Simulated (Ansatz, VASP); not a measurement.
**Two plane-wave programs on CO2**

```xyz
12
Lattice="5.7132 0.0000 0.0000 0.0000 5.7132 0.0000 0.0000 0.0000 5.7132" Properties=species:S:1:pos:R:3 pbc="T T T"
C     0.0000    0.0000    0.0000
C     2.8566    0.0000    2.8566
C     2.8566    2.8566    0.0000
C     0.0000    2.8566    2.8566
O     0.6749    0.6749    0.6749
O     2.1818    5.0384    3.5315
O     3.5315    2.1818    5.0384
O     5.0384    3.5315    2.1818
O     5.0384    5.0384    5.0384
O     3.5315    0.6749    2.1818
O     2.1818    3.5315    0.6749
O     0.6749    2.1818    3.5315
```

Alike in both runs: task relaxation of cell and atoms; functional PBE; k mesh 4 × 4 × 4; occupations gaussian, width 0.02 eV; no spin polarisation.

|  | VASP | Ansatz |
| --- | --- | --- |
| version | VASP 6.6.1 | Ansatz 0.2.0 |
| potentials or method | VASP PAW PBE potentials, release 64 (C, O), cutoff 600 eV | scalar-relativistic, plane waves, PAW |
| valence electrons in the cell | 64 | 64 |

VASP gave:

```
gap on the k mesh at the Fermi level, each at its own relaxed structure (eV) : 6.61
relaxed volume (Å³/atom)                                                     : 17.09
relaxed length of the cell vector where the two differ most in proportion (Å)              : 5.897
```

Question: What did Ansatz give for the same quantities?

Answer: gap on the k mesh at the Fermi level, each at its own relaxed structure (eV): 6.64; relaxed volume (Å³/atom): 18.46; relaxed length of the cell vector where the two differ most in proportion (Å): 6.050.

One of these differences is far larger than is usual between the two programs; its cause wasn't traced.

Noted on VASP's run: the standard files for N, O and F lose accuracy on very short bonds.
